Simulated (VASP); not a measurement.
Input of a VASP 6.6.1 run:

INCAR

```
PREC = Accurate
ENCUT = 520
EDIFF = 1E-6
ISMEAR = 0
SIGMA = 0.1
LREAL = False
LASPH = True
NELM = 60
ALGO = Normal
ISIF = 2
LWAVE = False
LCHARG = False
LDIPOL = True
IDIPOL = 3
DIPOL = 0.5 0.5 0.500
GGA = PS
NBANDS = 62
```

KPOINTS

```
regular mesh
0
Gamma
  9 6 1
```

File POSCAR:

```
Ga
1.0
    2.8080000000      0.0000000000      0.0000000000
    0.0000000000      4.4580000000      0.0000000000
    0.0000000000      0.0000000000     27.8279997329
Ga
8
Direct
    0.5000000000      0.5000000000      0.3234152683
    0.0000000000      0.0000000000      0.3738680488
    0.5000000000      0.5000000000      0.4243208293
    0.0000000000      0.0000000000      0.4747736098
    0.5000000000      0.5000000000      0.5260257837
    0.0000000000      0.0000000000      0.5749449265
    0.5000000000      0.5000000000      0.6311790996
    0.0000000000      0.0000000000      0.6742547775
```

Potentials or basis: VASP PAW PBE potentials, release 64 (Ga_d).

Command:

```sh
$ cat potpaw_PBE.64/Ga_d/POTCAR > POTCAR
$ mpirun -np 1 vasp_std > vasp.out
```

Q: What does it give for the largest force?

A: 0.208 eV/Å.

Q: What does it give for the band gap on the k mesh?

A: Zero (band 52 reaches 0.56 eV, above the bottom of band 53 at -1.29 eV).

Forces on the atoms (eV/Å):
```
Ga   0.000  0.000  0.117
Ga   0.000  0.000 -0.208
Ga   0.000  0.000  0.008
Ga   0.000  0.000  0.071
Ga   0.000  0.000 -0.001
Ga   0.000  0.000  0.005
Ga   0.000  0.000  0.006
Ga   0.000  0.000  0.002
```

Caveat: the PAW data sets were made with another functional, which shifts forces and pressure a little.
